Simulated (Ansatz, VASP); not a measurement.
**CaO in VASP and in Ansatz**

INCAR

```
SYSTEM = CaO
  PREC = Accurate
  ENCUT = 520
  EDIFF = 1E-8
  ISMEAR = -1
  SIGMA = 0.05
  LREAL = .False.
  LASPH = .True.
  NELM = 60
  ALGO = Normal
  ISIF = 2
  LWAVE = .False.
  LCHARG = .False.
  GGA = PE
  LEFG = .True.
  NBANDS = 24
```

Contents of KPOINTS:

```
Automatic mesh
0
Gamma
  12 12 6
  0 0 0
```

The input POSCAR:

```
CaO
1.0
    4.0042349854      0.0000000000      0.0000000000
   -2.0021174927      3.4677692201      0.0000000000
    0.0000000000      0.0000000000      4.8083127851
Ca O
2 2
Direct
    0.3333333333      0.6666666667     -0.0620031157
    0.6666666667      0.3333333333      0.4379968843
    0.3333333333      0.6666666667      0.4380031157
    0.6666666667      0.3333333333      0.9380031157
```

Input for Ansatz:

```yaml
crystal:
  lattice:
    - [4.0042349854, 0.0, 0.0]
    - [-2.0021174927, 3.4677692201, 0.0]
    - [0.0, 0.0, 4.8083127851]
  atoms:
    - { symbol: Ca, position: [0.3333333333, 0.6666666667, -0.0620031157] }
    - { symbol: Ca, position: [0.6666666667, 0.3333333333, 0.4379968843] }
    - { symbol: O, position: [0.3333333333, 0.6666666667, 0.4380031157] }
    - { symbol: O, position: [0.6666666667, 0.3333333333, 0.9380031157] }
kpoints:
  mp_grid: { grid: [12, 12, 6] }
  band_path:
    path:
      - [0.0, 0.0, 0.0]
      - [0.5, 0.0, 0.0]
      - [0.3333333333, 0.3333333333, 0.0]
      - [0.0, 0.0, 0.0]
      - [0.0, 0.0, 0.5]
      - [0.5, 0.0, 0.5]
      - [0.3333333333, 0.3333333333, 0.5]
      - [0.0, 0.0, 0.5]
      - [0.5, 0.0, 0.5]
    npoints: 8
scf:
  occupations: { method: fermi_dirac, width: 0.05 }
hamiltonian:
  xc: pbe
  pseudopotentials: { kind: all_electron, datasets: crystal }
output:
  forces: true
  stress: true
  eigenvalues: true
  efg: { contact_densities: true }
```

Alike in both runs: task electric field gradients; functional PBE; k mesh 12 × 12 × 6; occupations fermi-dirac, width 0.05 eV; no spin polarisation.

```csv
,VASP,Ansatz
version,VASP 6.6.1,Ansatz 0.2.0
potentials or method,"VASP PAW PBE potentials, release 64 (Ca_sv, O), cutoff 520 eV","all-electron PAW with datasets made for the crystal, scalar-relativistic"
```

```tsv
	VASP	Ansatz	Ansatz less VASP
gap on the k mesh at the Fermi level (eV)	3.13	3.14	+0.013
pressure (GPa)	0.5	0.0	-0.48
size of Vzz on the site where it differs most (V/Å²)	8.3	8.0	-0.38
```

Ansatz ran all-electron here, and VASP with PAW potentials. Ansatz's warnings: structure snapped to symmetry.
